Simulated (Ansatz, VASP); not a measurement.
# Nb3Te8Mo in VASP and in Ansatz

The input INCAR:

```
ALGO = Normal ; EDIFF = 1E-6
ENCUT = 520 ; GGA = PE
ISIF = 2 ; ISMEAR = 0
ISPIN = 2 ; LASPH = True
LCHARG = False ; LMAXMIX = 4
LORBIT = 11 ; LREAL = False
LWAVE = False ; MAGMOM = 1 1 1 0 0 0 0 0 0 0 0 1
NBANDS = 66 ; NELM = 150
PREC = Accurate ; SIGMA = 0.1
```

The input KPOINTS:

```
k-points
0
Gamma
  3 3 2
```

File POSCAR:

```
Nb3Te8Mo
1.0
    7.2657959000      0.0000000000      0.0000000000
   -3.6328980000      6.2923639000      0.0000000000
    0.0000000000      0.0000000000      7.7568849000
Nb Te Mo
3 8 1
Direct
    0.0000000000      0.5000000000      0.0000000000
    0.5000000000      0.5000000000      0.0000000000
    0.5000000000      0.0000000000      0.0000000000
    0.3333333000      0.6666667000      0.7577830000
    0.3292810000      0.1646405000      0.7626670000
    0.8353595000      0.6707190000      0.7626670000
    0.8353595000      0.1646405000      0.7626670000
    0.1646405000      0.8353595000      0.2373330000
    0.1646405000      0.3292810000      0.2373330000
    0.6707190000      0.8353595000      0.2373330000
    0.6666667000      0.3333333000      0.2422170000
    0.0000000000      0.0000000000      0.0000000000
```

Input for Ansatz:

```yaml
crystal:
  lattice:
    - [7.2657959, 0.0, 0.0]
    - [-3.632898, 6.2923639, 0.0]
    - [0.0, 0.0, 7.7568849]
  atoms:
    - { symbol: Nb, position: [0.0, 0.5, 0.0], spin: 1.0 }
    - { symbol: Nb, position: [0.5, 0.5, 0.0], spin: 1.0 }
    - { symbol: Nb, position: [0.5, 0.0, 0.0], spin: 1.0 }
    - { symbol: Te, position: [0.3333333, 0.6666667, 0.757783] }
    - { symbol: Te, position: [0.329281, 0.1646405, 0.762667] }
    - { symbol: Te, position: [0.8353595, 0.670719, 0.762667] }
    - { symbol: Te, position: [0.8353595, 0.1646405, 0.762667] }
    - { symbol: Te, position: [0.1646405, 0.8353595, 0.237333] }
    - { symbol: Te, position: [0.1646405, 0.329281, 0.237333] }
    - { symbol: Te, position: [0.670719, 0.8353595, 0.237333] }
    - { symbol: Te, position: [0.6666667, 0.3333333, 0.242217] }
    - { symbol: Mo, position: [0.0, 0.0, 0.0], spin: 1.0 }
basis:
  ecutwfc: 420
kpoints:
  mp_grid: { grid: [3, 3, 2] }
hamiltonian:
  xc: pbe
scf:
  occupations: { method: gaussian, width: 0.1 }
  lower_state_search: "off"
output:
  forces: true
  stress: true
  eigenvalues: true
  populations: true
magnetization:
  spin_polarized: true
```

Alike in both runs: task single point; functional PBE; k mesh 3 × 3 × 2; occupations gaussian, width 0.1 eV; collinear spin.

|  | VASP | Ansatz |
| --- | --- | --- |
| version | VASP 6.6.1 | Ansatz 0.2.0 |
| potentials or method | VASP PAW PBE potentials, release 64 (Nb_sv, Te, Mo_sv), cutoff 520 eV | scalar-relativistic, plane waves, PAW |
| valence electrons in the cell | 101 | 181 |

```csv
,VASP,Ansatz,Ansatz less VASP
gap on the k mesh at the Fermi level (eV),none,none,-
pressure (GPa),0.0,0.1,+0.08
"traceless stress, the component that is largest in VASP (GPa)",0.07,0.04,-0.025
rms of the force components (eV/Å),0.020,0.021,+0.0007
net moment per atom (μB),0.10,0.10,+0.002
size of the moment on the site where the two differ most (μB),0.58,0.54,-0.037
```

Site moments also hang on the region over which each program counts them. Atom by atom the forces differ by 0.003 eV/Å (rms over components). A gap of «none» marks a metal or a gap that the smearing closes. VASP's potentials hold 101 valence electrons a cell and Ansatz's 181, so a difference there can come from the potentials and not from the codes.

The k mesh is coarse, so the values compare programs but aren't converged. Neither program's run includes spin-orbit coupling.
